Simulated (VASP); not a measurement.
# Al8N in VASP: a series of runs

Runs on Al8N. Level: PBE. Tasks: single point.

Program: VASP 6.6.1. These are calculated values, not measurements. Logs are shortened: lines on timing, memory, paths and dates and some standing lists are left out, and cuts for length are marked.

## Step 1: The cell of the first run

The cell holds a slab with vacuum, 9 atoms: a = 2.854 Å, b = 2.854 Å, c = 33.476 Å, α = 90.00°, β = 90.00°, γ = 120.00°.

## Step 2: Single point, PBE

Input file INCAR:

```
SYSTEM = Al8N
  PREC = Accurate
  ENCUT = 520
  EDIFF = 1E-6
  ISMEAR = 0
  SIGMA = 0.1
  LREAL = .False.
  LASPH = .True.
  NELM = 80
  ALGO = Normal
  ISIF = 2
  LWAVE = .False.
  LCHARG = .True.
  LDIPOL = .True.
  IDIPOL = 3
  DIPOL = 0.5 0.5 0.399
  GGA = PE
  LELF = .True.
  LVHAR = .True.
  LVACPOTAV = .True.
  NBANDS = 24
```

Input file KPOINTS:

```
regular mesh
0
Gamma
  9 9 1
  0 0 0
```

Input file POSCAR:

```
Al8N
1.0
    2.8543223330      0.0000000000      0.0000000000
   -1.4271611665      2.4719156510      0.0000000000
    0.0000000000      0.0000000000     33.4760593533
Al N
8 1
Direct
    0.3333333333      0.6666666667      0.1194883770
    0.0000000000      0.0000000000      0.1895622803
    0.6666666667      0.3333333333      0.2596361837
    0.0000000000      0.0000000000      0.3297100869
    0.3333333333      0.6666666667      0.3992195594
    0.0000000000      0.0000000000      0.4696536480
    0.6666666667      0.3333333333      0.5400996810
    0.0000000000      0.0000000000      0.6116627748
    0.6666666667     -0.6666666667      0.6734980099
```

Potentials or basis: VASP PAW PBE potentials, release 64 (Al, N).

Launch:

```bash
$ cat potpaw_PBE.64/Al/POTCAR potpaw_PBE.64/N/POTCAR > POTCAR
$ mpirun -np 1 vasp_std > vasp.out
```

OUTCAR:

```text
SYSTEM = Al8N
   PREC = Accurate
   ENCUT = 520
   EDIFF = 1E-6
   ISMEAR = 0
   LREAL = .False.
   LASPH = .True.
   NELM = 80
   ISIF = 2
   GGA = PE

 ion  position               nearest neighbor table
   1  0.333  0.667  0.119-   2 2.87   2 2.87   2 2.87
   2  0.000  0.000  0.190-   1 2.87   1 2.87   1 2.87   3 2.87   3 2.87   3 2.87
   3  0.667  0.333  0.260-   4 2.87   4 2.87   4 2.87   2 2.87   2 2.87   2 2.87
   4  0.000  0.000  0.330-   5 2.85   5 2.85   5 2.85   3 2.87   3 2.87   3 2.87
   5  0.333  0.667  0.399-   4 2.85   4 2.85   4 2.85   6 2.88   6 2.88   6 2.88
   6  0.000  0.000  0.470-   5 2.88   5 2.88   5 2.88   7 2.88   7 2.88   7 2.88
   7  0.667  0.333  0.540-   6 2.88   6 2.88   6 2.88   8 2.91   8 2.91   8 2.91
   8  0.000  0.000  0.612-   7 2.91   7 2.91   7 2.91
   9  0.667  0.333  0.673-

  LATTYP: Found a hexagonal cell.
 ALAT       =     2.8543223330
 C/A-ratio  =    11.7281986573

  Lattice vectors:

 A1 = (   2.8543223330,   0.0000000000,   0.0000000000)
 A2 = (  -1.4271611665,   2.4719156510,   0.0000000000)
 A3 = (   0.0000000000,   0.0000000000,  33.4760593533)

Analysis of symmetry for initial positions (statically):
=====================================================================
 Subroutine PRICEL returns:
 Original cell was already a primitive cell.

 Routine SETGRP: Setting up the symmetry group for a
 hexagonal supercell.

 Subroutine GETGRP returns: Found  6 space group operations
 (whereof  6 operations were pure point group operations)
 out of a pool of 24 trial point group operations.

The static configuration has the point symmetry C_3v.

Analysis of symmetry for dynamics (positions and initial velocities):
=====================================================================
 Subroutine PRICEL returns:
 Original cell was already a primitive cell.

 Routine SETGRP: Setting up the symmetry group for a
 hexagonal supercell.

 Subroutine GETGRP returns: Found  6 space group operations
 (whereof  6 operations were pure point group operations)
 out of a pool of 24 trial point group operations.

The dynamic configuration has the point symmetry C_3v.

 Subroutine INISYM returns: Found  6 space group operations
 (whereof  6 operations are pure point group operations),
 and found     1 'primitive' translations

----------------------------------------------------------------------------------------

                                     Primitive cell

  volume of cell :     236.1952

  direct lattice vectors                    reciprocal lattice vectors
     2.854322333  0.000000000  0.000000000     0.350345856  0.202272274  0.000000000
    -1.427161166  2.471915651  0.000000000     0.000000000  0.404544548  0.000000000
     0.000000000  0.000000000 33.476059353     0.000000000  0.000000000  0.029872094

  length of vectors
     2.854322333  2.854322333 33.476059353     0.404544548  0.404544548  0.029872094

  position of ions in fractional coordinates (direct lattice)
     0.333333333  0.666666667  0.119488377
     0.000000000  0.000000000  0.189562280
     0.666666667  0.333333333  0.259636184
     0.000000000  0.000000000  0.329710087
     0.333333333  0.666666667  0.399219559
     0.000000000  0.000000000  0.469653648
     0.666666667  0.333333333  0.540099681
     0.000000000  0.000000000  0.611662775
     0.666666667  0.333333333  0.673498010

  ion indices of the primitive-cell ions
   primitive index   ion index
                 1           1
                 2           2
                 3           3
                 4           4
                 5           5
                 6           6
                 7           7
                 8           8
                 9           9

----------------------------------------------------------------------------------------

 KPOINTS: regular mesh

Automatic generation of k-mesh.
 Grid dimensions read from file:
 generate k-points for:    9    9    1

 Generating k-lattice:

  Cartesian coordinates                     Fractional coordinates (reciprocal lattice)
     0.038927317  0.022474697  0.000000000     0.111111111 -0.000000000  0.000000000
     0.000000000  0.044949394  0.000000000     0.000000000  0.111111111  0.000000000
     0.000000000  0.000000000  0.029872094     0.000000000  0.000000000  1.000000000

  Length of vectors
     0.044949394  0.044949394  0.029872094

  Shift w.r.t. Gamma in fractional coordinates (k-lattice)
     0.000000000  0.000000000  0.000000000

 Subroutine IBZKPT returns following result:
 ===========================================

 Found     12 irreducible k-points:

 Following reciprocal coordinates:
            Coordinates               Weight
  0.000000  0.000000  0.000000      1.000000
  0.111111  0.000000  0.000000      6.000000
  0.222222  0.000000  0.000000      6.000000
  0.333333  0.000000  0.000000      6.000000
  0.444444  0.000000  0.000000      6.000000
  0.111111  0.111111  0.000000      6.000000
  0.222222  0.111111  0.000000     12.000000
  0.333333  0.111111  0.000000     12.000000
  0.444444  0.111111  0.000000      6.000000
  0.222222  0.222222  0.000000      6.000000
  0.333333  0.222222  0.000000     12.000000
  0.333333  0.333333  0.000000      2.000000
   k-points           NKPTS =     12   k-points in BZ     NKDIM =     12   number of bands    NBANDS=     24
   number of dos      NEDOS =    301   number of ions     NIONS =      9
   total plane-waves  NPLWV = 144000
   dimension x,y,z NGX =    24 NGY =   24 NGZ =  250
   dimension x,y,z NGXF=    48 NGYF=   48 NGZF=  500
   ions per type =               8   1
   NGX,Y,Z   is equivalent  to a cutoff of  13.98, 13.98, 12.42 a.u.
   NGXF,Y,Z  is equivalent  to a cutoff of  27.96, 27.96, 24.83 a.u.
 SYSTEM =  Al8N
   PREC   = accura    normal or accurate (medium, high low for compatibility)
   ISTART =      0    job   : 0-new  1-cont  2-samecut
   ICHARG =      2    charge: 1-file 2-atom 10-const
   ISPIN  =      1    spin polarized calculation?
   LNONCOLLINEAR =      F non collinear calculations
   LSORBIT =      F    spin-orbit coupling
   LASPH  =      T    aspherical Exc in radial PAW
   ENCUT  =  520.0 eV  38.22 Ry    6.18 a.u.   5.31  5.31 62.24*2*pi/ulx,y,z
   NELM   =     80;   NELMIN=  2; NELMDL= -5     # of ELM steps
   EDIFF  = 0.1E-05   stopping-criterion for ELM
   LREAL  =      F    real-space projection
   EDIFFG = 0.1E-04   stopping-criterion for IOM
   NSW    =      0    number of steps for IOM
   IBRION =     -1    ionic relax: 0-MD 1-quasi-New 2-CG
   NFREE  =      0    steps in history (QN), initial steepest desc. (CG)
   ISIF   =      2    stress and relaxation
   ISYM   =      2    0-nonsym 1-usesym 2-fastsym
   POTIM  = 0.5000    time-step for ionic-motion
   TEBEG  =    0.0;   TEEND  =   0.0 temperature during run
   PSTRESS=    0.0 pullay stress
   NELECT =      29.0000    total number of electrons
   NUPDOWN=      -1.0000    fix difference up-down
   EMIN   =  10.00;   EMAX   =-10.00  energy-range for DOS
   EFERMI =   0.00;   METHOD = LEGACY
   ISMEAR =     0;   SIGMA  =   0.10  broadening in eV -4-tet -1-fermi 0-gaus
   EFERMI_NEDOS =   21; number of points for ismear=-14 and -15
   IALGO  =     38    algorithm
   IMIX   =      4    mixing-type and parameters
     AMIX     =   0.40;   BMIX     =  1.00
     AMIX_MAG =   1.60;   BMIX_MAG =  1.00
  volume/ion in A,a.u.               =      26.24       177.10
  Fermi-wavevector in a.u.,A,eV,Ry     =   0.813674  1.537621  9.007949  0.662066
  Thomas-Fermi vector in A             =   1.923442
   LORBIT       =      0    0 simple, 1 ext, 2 COOP (PROOUT), +10 PAW based schemes
   GGA     = PE    functional components
   LHFCALC =     F    Hartree Fock is set to
   AEXX    =    0.0000 exact exchange contribution
   IVDW    =     0    specifies the selected vdW correction
   LEPSILON=     F    determine dielectric tensor
   LRPA    =     F    only Hartree local field effects (RPA)
 non-spin polarized calculation
 Gauss-broadening in eV      SIGMA  =   0.10
  energy-cutoff  :      520.00
  volume of cell :      236.20
 maximum number of plane-waves:      6403
 NGX is ok and might be reduce to    24
   NGX = 11   NGY = 11   NGZ =125

 number of electron      29.0000000 magnetization

 dipolmoment           0.000000      0.000000      0.143530 electrons x Angstroem

 Free energy of the ion-electron system (eV)
  ---------------------------------------------------
  ext. energy  EPLUGINS =         0.00000000
  ---------------------------------------------------
  free energy    TOTEN  =       -33.24769662 eV

  energy without entropy =      -33.22072410  energy(sigma->0) =      -33.23421036

 E-fermi :   2.1828     XC(G=0):  -6.6935

 val. band max:        2.1741911081   @ k =   0.4444   0.0000   0.0000
 cond. band min:       2.1929379660   @ k =   0.4444   0.1111   0.0000
 fundamental gap:      0.0187468579
 Fermi energy:         2.1827994724

 k-point     1 :       0.0000    0.0000    0.0000
  band No.  band energies     occupation
      1     -11.1934      2.00000
      2      -8.8434      2.00000
      3      -8.5171      2.00000
      4      -8.0500      2.00000
      5      -7.3457      2.00000
      6      -6.5260      2.00000
[... 16 lines left out ...]
     23      11.1093      0.00000
     24      12.3045      0.00000

 k-point     2 :       0.1111    0.0000    0.0000
  band No.  band energies     occupation
      1     -11.0409      2.00000
      2      -8.5450      2.00000
      3      -8.2200      2.00000
      4      -7.7545      2.00000
      5      -7.0525      2.00000
      6      -6.2353      2.00000
[... 16 lines left out ...]
     23       9.8784      0.00000
     24      10.0268      0.00000
[... 241 lines left out ...]
     23       3.7196      0.00000
     24       4.0172      0.00000

 k-point    12 :       0.3333    0.3333    0.0000
  band No.  band energies     occupation
      1      -9.3845      2.00000
      2      -1.1061      2.00000
      3      -0.9711      2.00000
      4      -0.9709      2.00000
      5      -0.8397      2.00000
      6      -0.6966      2.00000
[... 16 lines left out ...]
     23       3.4449      0.00000
     24       3.5822      0.00000

------------------------ aborting loop because EDIFF is reached ----------------------------------------

  FORCE on cell =-STRESS in cart. coord.  units (eV):
  Direction    XX          YY          ZZ          XY          YZ          ZX
  --------------------------------------------------------------------------------------
  -------------------------------------------------------------------------------------
  Total       -3.7296620     -3.7296620     -5.0180402     -0.0000000     -0.0000000      0.0000000
  in kB      -25.2993325    -25.2993325    -34.0387598     -0.0000000     -0.0000000      0.0000000
  external PRESSURE =     -28.2124749 kB  Pullay stress =       0.0000000 kB

 VOLUME and BASIS-vectors are now :
 -----------------------------------------------------------------------------
  energy-cutoff  :      520.00
  volume of cell :      236.20
      direct lattice vectors                 reciprocal lattice vectors
     2.854322333  0.000000000  0.000000000     0.350345856  0.202272274  0.000000000
    -1.427161166  2.471915651  0.000000000     0.000000000  0.404544548  0.000000000
     0.000000000  0.000000000 33.476059353     0.000000000  0.000000000  0.029872094

 POSITION                                       TOTAL-FORCE (eV/Angst)
 -----------------------------------------------------------------------------------
     -0.00000      1.64794      4.00000        -0.000000     -0.000000     -0.099506
      0.00000      0.00000      6.34580        -0.000000     -0.000000      0.041804
      1.42716      0.82397      8.69160        -0.000000     -0.000000     -0.001411
      0.00000      0.00000     11.03739        -0.000000     -0.000000     -0.019173
     -0.00000      1.64794     13.36430        -0.000000     -0.000000      0.175646
      0.00000      0.00000     15.72215        -0.000000     -0.000000     -0.149844
      1.42716      0.82397     18.08041        -0.000000     -0.000000      0.092219
      0.00000      0.00000     20.47606        -0.000000      0.000000      2.609567
      1.42716      0.82397     22.54606         0.000000      0.000000     -2.649303
 -----------------------------------------------------------------------------------
    total drift:                               -0.000000      0.000000     -0.000558

  FREE ENERGIE OF THE ION-ELECTRON SYSTEM (eV)
  ---------------------------------------------------
  free  energy   TOTEN  =       -33.2476966201 eV

  energy  without entropy=      -33.2207241046  energy(sigma->0) =      -33.23421036

 vacuum level on the upper side and lower side of the slab         9.927         6.238
```

Wall time 7.3 min (1 thread of Intel Xeon Platinum 8488C (Sapphire Rapids), shared host); peak memory 0.38 GiB.

Results:

| Property | Result |
| --- | --- |
| Free energy | -33.2477 eV |
| Largest force | 2.649 eV/Å |

Forces in eV/Å, atoms in the order of the input:
```
Al   0.000  0.000 -0.100
Al   0.000  0.000  0.042
Al   0.000  0.000 -0.001
Al   0.000  0.000 -0.019
Al   0.000  0.000  0.176
Al   0.000  0.000 -0.150
Al   0.000  0.000  0.092
Al   0.000  0.000  2.610
N    0.000  0.000 -2.649
```

Levels at points of the mesh, in eV from the Fermi level:
```csv
k point,band 10,band 11,band 12,band 13,band 14,band 15,band 16,band 17
"(0.00, 0.00, 0.00)",-3.91,-2.45,-1.09,0.34,1.26,1.26,1.89,3.33
```

## Step 3: Single point, PBE

Input file INCAR:

```
  PREC = Accurate
  ENCUT = 520
  EDIFF = 1E-7
  ISMEAR = 0
  SIGMA = 0.1
  LREAL = F
  LASPH = T
  NELM = 100
  ALGO = Normal
  ISIF = 2
  LWAVE = F
  LCHARG = F
  LDIPOL = T
  IDIPOL = 3
  DIPOL = 0.5 0.5 0.402
  GGA = PE
  NBANDS = 24
```

Input file KPOINTS:

```
Automatic mesh
0
Gamma
  9 9 1
```

Edit POSCAR of step 2 so:

```diff
@@ -16,2 +16,2 @@
     0.0000000000      0.0000000000      0.6116627748
-    0.6666666667     -0.6666666667      0.6734980099
+    0.6666666667     -0.6666666667      0.7003828947
```

Potentials or basis: VASP PAW PBE potentials, release 64 (Al, N).

Launch:

```bash
$ cat potpaw_PBE.64/Al/POTCAR potpaw_PBE.64/N/POTCAR > POTCAR
$ mpirun -np 1 vasp_std > vasp.out
```

Wall time 7.2 min (1 thread of Intel Xeon Platinum 8488C (Sapphire Rapids), shared host); peak memory 0.36 GiB.

The run converged. Its results:

- Free energy: -31.6337 eV
- Largest force: 1.042 eV/Å

Forces on the atoms (eV/Å):
```
Al   0.000  0.000 -0.076
Al   0.000  0.000  0.047
Al   0.000  0.000 -0.018
Al   0.000  0.000 -0.072
Al   0.000  0.000  0.180
Al   0.000  0.000 -0.071
Al   0.000  0.000 -0.054
Al   0.000  0.000  1.042
N    0.000  0.000 -0.978
```

Levels at points of the mesh, in eV from the Fermi level:
```
           k point  band 11  band 12  band 13  band 14  band 15  band 16
(0.00, 0.00, 0.00)    -2.42    -1.23    -0.23     1.31     1.48     1.48
```

## Step 4: Single point, PBE

Input file INCAR:

```
SYSTEM = Al8N
ALGO = Normal ; DIPOL = 0.5 0.5 0.398
EDIFF = 1E-6 ; ENCUT = 520
GGA = PE ; IDIPOL = 3
ISIF = 2 ; ISMEAR = 0
LASPH = .True. ; LCHARG = .True.
LDIPOL = .True. ; LELF = .True.
LREAL = .False. ; LVACPOTAV = .True.
LVHAR = .True. ; LWAVE = .False.
NBANDS = 24 ; NELM = 80
PREC = Accurate ; SIGMA = 0.1
```

Input file KPOINTS:

```
k-points
0
Gamma
  9 9 1
  0 0 0
```

Edit POSCAR of step 3 so:

```diff
@@ -16,2 +16,2 @@
     0.0000000000      0.0000000000      0.6116627748
-    0.6666666667     -0.6666666667      0.7003828947
+    0.0000000000      0.0000000000      0.6621466141
```

Launch:

```bash
$ cat potpaw_PBE.64/Al/POTCAR potpaw_PBE.64/N/POTCAR > POTCAR
$ mpirun -np 1 vasp_std > vasp.out
```

It took 5.7 min on 1 thread of Intel Xeon Platinum 8488C (Sapphire Rapids), shared host; peak memory 0.38 GiB.

It converged, with:

| Property | Result |
| --- | --- |
| Free energy | -33.6913 eV |
| Largest force | 3.713 eV/Å |

Forces on the atoms (eV/Å):
```
Al   0.000  0.000 -0.094
Al   0.000  0.000  0.047
Al   0.000  0.000  0.028
Al   0.000  0.000 -0.026
Al   0.000  0.000  0.170
Al   0.000  0.000 -0.099
Al   0.000  0.000  0.207
Al   0.000  0.000 -3.713
N    0.000  0.000  3.481
```

Levels at points of the mesh, in eV from the Fermi level:
```tsv
k point	band 11	band 12	band 13	band 14	band 15	band 16
(0.00, 0.00, 0.00)	-2.28	-1.03	0.45	1.21	1.21	2.10
```
